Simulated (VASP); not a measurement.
# SnSe2 (P-3m1) in VASP: notebook

SnSe2 is run at these levels: PBEsol; tasks: single point.

Program: VASP 6.6.1. These are calculated values, not measurements. Logs are shortened: lines on timing, memory, paths and dates and some standing lists are left out, and cuts for length are marked.

## Step 1: The cell of the first run

Symmetry: P-3m1, No. 164, trigonal system. Conventional cell: a = 3.781 Å, b = 3.781 Å, c = 6.176 Å, α = 90.00°, β = 90.00°, γ = 120.00°. Sn (site symmetry -3m) has 6 Se at 2.70 Å within 3.6 Å. Within 3.9 Å of Se (site symmetry 3m) lie 3 Sn at 2.70 Å and 12 Se at 3.70 to 3.87 Å.

## Step 2: Single point, PBEsol (in-plane strain -0.01)

File INCAR:

```
SYSTEM = SnSe2
PREC     = Accurate       ! precision mode
ENCUT    = 500            ! plane-wave cutoff, eV
EDIFF    = 1E-6           ! SCF threshold, eV
ISMEAR   = 0              ! smearing method
SIGMA    = 0.01           ! smearing width, eV
LREAL    = .False.        ! projectors in reciprocal space
LASPH    = .True.         ! aspherical terms in the spheres
NELM     = 120            ! most SCF steps
ALGO     = Normal         ! electronic algorithm
ISIF     = 2              ! what is computed and relaxed
LWAVE    = .False.        ! write WAVECAR
LCHARG   = .False.        ! write CHGCAR
GGA      = PS             ! functional
NBANDS   = 20             ! bands
GGA_COMPAT= .False.
```

File KPOINTS:

```
regular mesh
0
Gamma
  8 8 4
  0 0 0
```

File POSCAR:

```
SnSe2
1.0
    3.7807525312      0.0000000000      0.0000000000
   -1.8903762656      3.2742277375      0.0000000000
    0.0000000000      0.0000000000      6.1763021437
Sn Se
1 2
Direct
    0.0000000000      0.0000000000      0.0000000000
    0.3333333333      0.6666666667      0.2584674350
    0.6666666667      0.3333333333      0.7415325650
```

Potentials or basis: VASP PAW PBE potentials, release 64 (Sn_d, Se).

Run with:

```console
$ cat potpaw_PBE.64/Sn_d/POTCAR potpaw_PBE.64/Se/POTCAR > POTCAR
$ mpirun -np 1 vasp_std > vasp.out
```

OUTCAR:

```text
SYSTEM = SnSe2
   PREC = Accurate
   ENCUT = 500
   EDIFF = 1E-6
   ISMEAR = 0
   LREAL = .False.
   LASPH = .True.
   NELM = 120
   ISIF = 2
   GGA = PS

 ion  position               nearest neighbor table
   1  0.000  0.000  0.000-   2 2.70   3 2.70   3 2.70   2 2.70   3 2.70   2 2.70
   2  0.333  0.667  0.258-   1 2.70   1 2.70   1 2.70
   3  0.667  0.333  0.742-   1 2.70   1 2.70   1 2.70

  LATTYP: Found a hexagonal cell.
 ALAT       =     3.7807525312
 C/A-ratio  =     1.6336171418

  Lattice vectors:

 A1 = (   3.7807525312,   0.0000000000,   0.0000000000)
 A2 = (  -1.8903762656,   3.2742277375,   0.0000000000)
 A3 = (   0.0000000000,   0.0000000000,   6.1763021437)

Analysis of symmetry for initial positions (statically):
=====================================================================
 Subroutine PRICEL returns:
 Original cell was already a primitive cell.

 Routine SETGRP: Setting up the symmetry group for a
 hexagonal supercell.

 Subroutine GETGRP returns: Found 12 space group operations
 (whereof 12 operations were pure point group operations)
 out of a pool of 24 trial point group operations.

The static configuration has the point symmetry D_3d.

Analysis of symmetry for dynamics (positions and initial velocities):
=====================================================================
 Subroutine PRICEL returns:
 Original cell was already a primitive cell.

 Routine SETGRP: Setting up the symmetry group for a
 hexagonal supercell.

 Subroutine GETGRP returns: Found 12 space group operations
 (whereof 12 operations were pure point group operations)
 out of a pool of 24 trial point group operations.

The dynamic configuration has the point symmetry D_3d.

 Subroutine INISYM returns: Found 12 space group operations
 (whereof 12 operations are pure point group operations),
 and found     1 'primitive' translations

----------------------------------------------------------------------------------------

                                     Primitive cell

  volume of cell :      76.4567

  direct lattice vectors                    reciprocal lattice vectors
     3.780752531  0.000000000  0.000000000     0.264497608  0.152707765  0.000000000
    -1.890376266  3.274227737  0.000000000     0.000000000  0.305415530  0.000000000
     0.000000000  0.000000000  6.176302144     0.000000000  0.000000000  0.161909177

  length of vectors
     3.780752531  3.780752531  6.176302144     0.305415530  0.305415530  0.161909177

  position of ions in fractional coordinates (direct lattice)
     0.000000000  0.000000000  0.000000000
     0.333333333  0.666666667  0.258467435
     0.666666667  0.333333333  0.741532565

  ion indices of the primitive-cell ions
   primitive index   ion index
                 1           1
                 2           2
                 3           3

----------------------------------------------------------------------------------------

 KPOINTS: regular mesh

Automatic generation of k-mesh.
 Grid dimensions read from file:
 generate k-points for:    8    8    4

 Generating k-lattice:

  Cartesian coordinates                     Fractional coordinates (reciprocal lattice)
     0.033062201  0.019088471  0.000000000     0.125000000  0.000000000  0.000000000
     0.000000000  0.038176941  0.000000000     0.000000000  0.125000000  0.000000000
     0.000000000  0.000000000  0.040477294     0.000000000  0.000000000  0.250000000

  Length of vectors
     0.038176941  0.038176941  0.040477294

  Shift w.r.t. Gamma in fractional coordinates (k-lattice)
     0.000000000  0.000000000  0.000000000

 Subroutine IBZKPT returns following result:
 ===========================================

 Found     35 irreducible k-points:

 Following reciprocal coordinates:
            Coordinates               Weight
  0.000000  0.000000  0.000000      1.000000
  0.125000  0.000000  0.000000      6.000000
  0.250000  0.000000  0.000000      6.000000
  0.375000  0.000000  0.000000      6.000000
  0.500000  0.000000  0.000000      3.000000
  0.125000  0.125000  0.000000      6.000000
[... 16 lines left out ...]
 -0.125000  0.500000  0.250000     12.000000
  0.250000  0.250000  0.250000     12.000000
 [... further k-points ...]
   k-points           NKPTS =     35   k-points in BZ     NKDIM =     35   number of bands    NBANDS=     20
   number of dos      NEDOS =    301   number of ions     NIONS =      3
   total plane-waves  NPLWV =  37632
   dimension x,y,z NGX =    28 NGY =   28 NGZ =   48
   dimension x,y,z NGXF=    56 NGYF=   56 NGZF=   96
   ions per type =               1   2
   NGX,Y,Z   is equivalent  to a cutoff of  12.31, 12.31, 12.92 a.u.
   NGXF,Y,Z  is equivalent  to a cutoff of  24.62, 24.62, 25.84 a.u.
 SYSTEM =  SnSe2
   PREC   = accura    normal or accurate (medium, high low for compatibility)
   ISTART =      0    job   : 0-new  1-cont  2-samecut
   ICHARG =      2    charge: 1-file 2-atom 10-const
   ISPIN  =      1    spin polarized calculation?
   LNONCOLLINEAR =      F non collinear calculations
   LSORBIT =      F    spin-orbit coupling
   LASPH  =      T    aspherical Exc in radial PAW
   ENCUT  =  500.0 eV  36.75 Ry    6.06 a.u.   6.89  6.89 11.26*2*pi/ulx,y,z
   NELM   =    120;   NELMIN=  2; NELMDL= -5     # of ELM steps
   EDIFF  = 0.1E-05   stopping-criterion for ELM
   LREAL  =      F    real-space projection
   EDIFFG = 0.1E-04   stopping-criterion for IOM
   NSW    =      0    number of steps for IOM
   IBRION =     -1    ionic relax: 0-MD 1-quasi-New 2-CG
   NFREE  =      0    steps in history (QN), initial steepest desc. (CG)
   ISIF   =      2    stress and relaxation
   ISYM   =      2    0-nonsym 1-usesym 2-fastsym
   POTIM  = 0.5000    time-step for ionic-motion
   TEBEG  =    0.0;   TEEND  =   0.0 temperature during run
   PSTRESS=    0.0 pullay stress
   NELECT =      26.0000    total number of electrons
   NUPDOWN=      -1.0000    fix difference up-down
   EMIN   =  10.00;   EMAX   =-10.00  energy-range for DOS
   EFERMI =   0.00;   METHOD = LEGACY
   ISMEAR =     0;   SIGMA  =   0.01  broadening in eV -4-tet -1-fermi 0-gaus
   EFERMI_NEDOS =   21; number of points for ismear=-14 and -15
   IALGO  =     38    algorithm
   IMIX   =      4    mixing-type and parameters
     AMIX     =   0.40;   BMIX     =  1.00
     AMIX_MAG =   1.60;   BMIX_MAG =  1.00
  volume/ion in A,a.u.               =      25.49       171.99
  Fermi-wavevector in a.u.,A,eV,Ry     =   1.142687  2.159366 17.765592  1.305734
  Thomas-Fermi vector in A             =   2.279384
   LORBIT       =      0    0 simple, 1 ext, 2 COOP (PROOUT), +10 PAW based schemes
   GGA     = PS    functional components
   LHFCALC =     F    Hartree Fock is set to
   AEXX    =    0.0000 exact exchange contribution
   IVDW    =     0    specifies the selected vdW correction
   LEPSILON=     F    determine dielectric tensor
   LRPA    =     F    only Hartree local field effects (RPA)
 non-spin polarized calculation
 Gauss-broadening in eV      SIGMA  =   0.01
  energy-cutoff  :      500.00
  volume of cell :       76.46
 maximum number of plane-waves:      1963
   NGX = 13   NGY = 13   NGZ = 23

 number of electron      25.9999997 magnetization

 Free energy of the ion-electron system (eV)
  ---------------------------------------------------
  ext. energy  EPLUGINS =         0.00000000
  ---------------------------------------------------
  free energy    TOTEN  =       -12.97505037 eV

  energy without entropy =      -12.97505037  energy(sigma->0) =      -12.97505037

 E-fermi :   4.2866     XC(G=0):  -9.7275

 val. band max:        4.2018693065   @ k =   0.1250   0.0000   0.2500
 cond. band min:       4.8055638602   @ k =   0.5000   0.0000   0.5000
 fundamental gap:      0.6036945537
 Fermi energy:         4.2866148881

 k-point     1 :       0.0000    0.0000    0.0000
  band No.  band energies     occupation
      1     -16.9791      2.00000
      2     -16.9791      2.00000
      3     -16.9367      2.00000
      4     -16.9237      2.00000
      5     -16.9237      2.00000
      6      -9.7741      2.00000
[... 12 lines left out ...]
     19      13.2096      0.00000
     20      13.2096      0.00000

 k-point     2 :       0.1250    0.0000    0.0000
  band No.  band energies     occupation
      1     -16.9859      2.00000
      2     -16.9725      2.00000
      3     -16.9324      2.00000
      4     -16.9278      2.00000
      5     -16.9233      2.00000
      6      -9.6161      2.00000
[... 12 lines left out ...]
     19      12.3904      0.00000
     20      13.3618      0.00000

 k-point     3 :       0.2500    0.0000    0.0000
  band No.  band energies     occupation
      1     -17.0051      2.00000
      2     -16.9600      2.00000
      3     -16.9394      2.00000
      4     -16.9190      2.00000
      5     -16.9177      2.00000
      6      -9.1675      2.00000
[... 12 lines left out ...]
     19      12.4189      0.00000
     20      13.7082      0.00000

 k-point     4 :       0.3750    0.0000    0.0000
  band No.  band energies     occupation
      1     -17.0263      2.00000
      2     -16.9538      2.00000
      3     -16.9479      2.00000
      4     -16.9083      2.00000
      5     -16.9040      2.00000
      6      -8.5380      2.00000
[... 12 lines left out ...]
     19      13.5454      0.00000
     20      14.2824      0.00000

 k-point     5 :       0.5000    0.0000    0.0000
  band No.  band energies     occupation
      1     -17.0354      2.00000
      2     -16.9528      2.00000
      3     -16.9511      2.00000
      4     -16.9022      2.00000
      5     -16.8983      2.00000
      6      -8.1133      2.00000
[... 12 lines left out ...]
     19      14.0948      0.00000
     20      14.7922      0.00000

 k-point     6 :       0.1250    0.1250    0.0000
  band No.  band energies     occupation
      1     -16.9964      2.00000
      2     -16.9663      2.00000
      3     -16.9342      2.00000
      4     -16.9270      2.00000
      5     -16.9177      2.00000
      6      -9.3119      2.00000
[... 12 lines left out ...]
     19      11.5563      0.00000
     20      13.7770      0.00000

 k-point     7 :       0.2500    0.1250    0.0000
  band No.  band energies     occupation
      1     -17.0128      2.00000
      2     -16.9616      2.00000
      3     -16.9410      2.00000
      4     -16.9205      2.00000
      5     -16.9049      2.00000
      6      -8.7628      2.00000
[... 12 lines left out ...]
     19      11.9027      0.00000
     20      14.1962      0.00000
[... 277 lines left out ...]
 k-point    20 :       0.2500    0.1250    0.2500
  band No.  band energies     occupation
      1     -17.0129      2.00000
      2     -16.9616      2.00000
      3     -16.9410      2.00000
      4     -16.9205      2.00000
      5     -16.9049      2.00000
      6      -8.6823      2.00000
[... 12 lines left out ...]
     19      12.4900      0.00000
     20      13.8195      0.00000

 k-point    21 :      -0.1250    0.3750    0.2500
  band No.  band energies     occupation
      1     -17.0129      2.00000
      2     -16.9617      2.00000
      3     -16.9410      2.00000
      4     -16.9205      2.00000
      5     -16.9049      2.00000
      6      -8.6823      2.00000
[... 12 lines left out ...]
     19      11.7822      0.00000
     20      13.4560      0.00000

 k-point    22 :       0.3750    0.1250    0.2500
  band No.  band energies     occupation
      1     -17.0257      2.00000
      2     -16.9607      2.00000
      3     -16.9458      2.00000
      4     -16.9092      2.00000
      5     -16.8990      2.00000
      6      -8.1076      2.00000
[... 12 lines left out ...]
     19      13.6945      0.00000
     20      14.6398      0.00000

 k-point    23 :      -0.1250    0.5000    0.2500
  band No.  band energies     occupation
      1     -17.0258      2.00000
      2     -16.9607      2.00000
      3     -16.9458      2.00000
      4     -16.9092      2.00000
      5     -16.8990      2.00000
      6      -8.1108      2.00000
[... 12 lines left out ...]
     19      13.1103      0.00000
     20      14.4202      0.00000

 k-point    24 :       0.2500    0.2500    0.2500
  band No.  band energies     occupation
      1     -17.0120      2.00000
      2     -16.9726      2.00000
      3     -16.9365      2.00000
      4     -16.9205      2.00000
      5     -16.8991      2.00000
      6      -8.1496      2.00000
[... 12 lines left out ...]
     19      11.7131      0.00000
     20      13.8852      0.00000

 [... further k-points ...]

------------------------ aborting loop because EDIFF is reached ----------------------------------------

  FORCE on cell =-STRESS in cart. coord.  units (eV):
  Direction    XX          YY          ZZ          XY          YZ          ZX
  --------------------------------------------------------------------------------------
  -------------------------------------------------------------------------------------
  Total        0.6902195      0.6902195      0.1871751      0.0000000      0.0000000     -0.0000000
  in kB       14.4637916     14.4637916      3.9223189      0.0000000      0.0000000     -0.0000000
  external PRESSURE =      10.9499673 kB  Pullay stress =       0.0000000 kB

 VOLUME and BASIS-vectors are now :
 -----------------------------------------------------------------------------
  energy-cutoff  :      500.00
  volume of cell :       76.46
      direct lattice vectors                 reciprocal lattice vectors
     3.780752531  0.000000000  0.000000000     0.264497608  0.152707765  0.000000000
    -1.890376266  3.274227737  0.000000000     0.000000000  0.305415530  0.000000000
     0.000000000  0.000000000  6.176302144     0.000000000  0.000000000  0.161909177

 POSITION                                       TOTAL-FORCE (eV/Angst)
 -----------------------------------------------------------------------------------
      0.00000      0.00000      0.00000         0.000000      0.000000      0.000000
     -0.00000      2.18282      1.59637         0.000000     -0.000000      0.036790
      1.89038      1.09141      4.57993        -0.000000      0.000000     -0.036790
 -----------------------------------------------------------------------------------
    total drift:                               -0.000000      0.000000      0.000000

  FREE ENERGIE OF THE ION-ELECTRON SYSTEM (eV)
  ---------------------------------------------------
  free  energy   TOTEN  =       -12.9750503684 eV

  energy  without entropy=      -12.9750503684  energy(sigma->0) =      -12.97505037
```

It took 62 s on 1 thread of Intel Xeon 8259CL, shared host; peak memory 0.21 GiB.

Results:

```yaml
Free_energy: -12.9751 eV
Pressure: 1.1 GPa
Largest_force: 0.037 eV/Å
Band_gap_on_the_k_mesh: 0.60 eV (least direct gap 1.15 eV)
```

Forces in eV/Å, atoms in the order of the input:
```
Sn   0.000  0.000  0.000
Se   0.000  0.000  0.037
Se   0.000  0.000 -0.037
```

Caveat: the cell differs from its parent crystal (in-plane strain -0.01); the PAW data sets were made with another functional, which shifts forces and pressure a little; spin-orbit coupling is left out, which moves the levels of the heavy elements; this functional lacks dispersion, which binds the layers, so the pressure and a relaxed spacing across them are unreliable. A k mesh can miss the band edges.

## Step 3: Single point, PBEsol (in-plane strain -0.005)

File INCAR:

```
  PREC = Accurate
  ENCUT = 500
  EDIFF = 1E-6
  ISMEAR = 0
  SIGMA = 0.01
  LREAL = F
  LASPH = T
  NELM = 120
  ALGO = Normal
  ISIF = 2
  LWAVE = F
  LCHARG = F
  GGA = PS
  NBANDS = 20
  GGA_COMPAT = F
```

File KPOINTS:

```
Automatic mesh
0
Gamma
  8 8 4
```

File POSCAR:

```
SnSe2
1.0
    3.7998472410      0.0000000000      0.0000000000
   -1.8999236205      3.2907642412      0.0000000000
    0.0000000000      0.0000000000      6.1578837477
Sn Se
1 2
Direct
    0.0000000000      0.0000000000      0.0000000000
    0.3333333333      0.6666666667      0.2584674350
    0.6666666667      0.3333333333      0.7415325650
```

Potentials or basis: VASP PAW PBE potentials, release 64 (Sn_d, Se).

Run with:

```console
$ cat potpaw_PBE.64/Sn_d/POTCAR potpaw_PBE.64/Se/POTCAR > POTCAR
$ mpirun -np 1 vasp_std > vasp.out
```

It took 50 s on 1 thread of Intel Xeon 8259CL, shared host; peak memory 0.21 GiB.

The run converged. Its results:

| Quantity | Value |
| --- | --- |
| Free energy | -12.9799 eV |
| Pressure | 0.6 GPa |
| Largest force | 0.024 eV/Å |
| Band gap on the k mesh | 0.65 eV (least direct gap 1.07 eV) |

Forces in eV/Å, atoms in the order of the input:
```
Sn   0.000  0.000  0.000
Se   0.000  0.000  0.024
Se   0.000  0.000 -0.024
```

Stress tensor (GPa, compression positive):
```
0.75 0.00 0.00
0.00 0.75 0.00
0.00 0.00 0.25
```

Levels at points of the mesh, in eV from the valence-band top:
| k point | band 9 | band 10 | band 11 | band 12 | band 13 | band 14 | band 15 | band 16 | band 17 | band 18 |
| --- | --- | --- | --- | --- | --- | --- | --- | --- | --- | --- |
| (0.00, 0.00, 0.00) | -0.53 | -0.53 | -0.29 | -0.29 | -0.13 | 0.94 | 3.03 | 4.65 | 4.65 | 7.97 |
| (0.50, 0.00, 0.00) | -4.42 | -3.08 | -2.50 | -1.46 | -0.25 | 1.16 | 3.62 | 5.13 | 5.17 | 6.80 |
| (0.00, 0.00, 0.50) | -2.32 | -0.65 | -0.65 | -0.09 | -0.09 | 2.54 | 2.93 | 4.35 | 4.35 | 7.64 |
| (0.50, 0.00, 0.50) | -4.94 | -2.28 | -2.05 | -0.93 | -0.73 | 0.65 | 3.96 | 4.58 | 5.65 | 6.09 |

Caveat: the cell differs from its parent crystal (in-plane strain -0.005); the PAW data sets were made with another functional, which shifts forces and pressure a little; spin-orbit coupling is left out, which moves the levels of the heavy elements; this functional lacks dispersion, which binds the layers, so the pressure and a relaxed spacing across them are unreliable.

[end of part 1 of 2]
